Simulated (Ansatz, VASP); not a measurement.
# BiTe in VASP and in Ansatz

```
CELL_PARAMETERS angstrom
0.00000 3.23500 3.13795
3.23500 0.00000 3.13795
3.23500 3.23500 0.00000
ATOMIC_POSITIONS crystal
Bi 0.00000 0.00000 0.00000
Te 0.50000 0.50000 0.50000
```

Change from the starting cell: strain +0.000 along x and y, -0.030 along z, atoms carried along.

Alike in both runs: task single point; functional r2SCAN; k mesh 14 × 14 × 14; occupations gaussian, width 0.15 eV; no spin polarisation.

|  | VASP | Ansatz |
| --- | --- | --- |
| version | VASP 6.6.1 | Ansatz 0.2.0 |
| potentials or method | VASP PAW PBE potentials, release 64 (Bi_d, Te), cutoff 520 eV | scalar-relativistic, plane waves, PAW |
| valence electrons in the cell | 21 | 31 |

Ansatz gave:

```
gap on the k mesh at the Fermi level (eV)                     : none
pressure (GPa)                                                : 1.7
traceless stress, the component that is largest in VASP (GPa) : 2.03
```

Q: Which values does VASP return?

A: gap on the k mesh at the Fermi level (eV): none; pressure (GPa): 1.7; traceless stress, the component that is largest in VASP (GPa): 2.04.

VASP's potentials were made for PBE, not for r2SCAN. A gap of «none» marks a metal or a gap that the smearing closes. With one functional, cell and mesh, what is left measures potentials, basis and numerics. VASP's potentials hold 21 valence electrons a cell and Ansatz's 31, so a difference there can come from the potentials and not from the codes.

Neither program's run includes spin-orbit coupling.
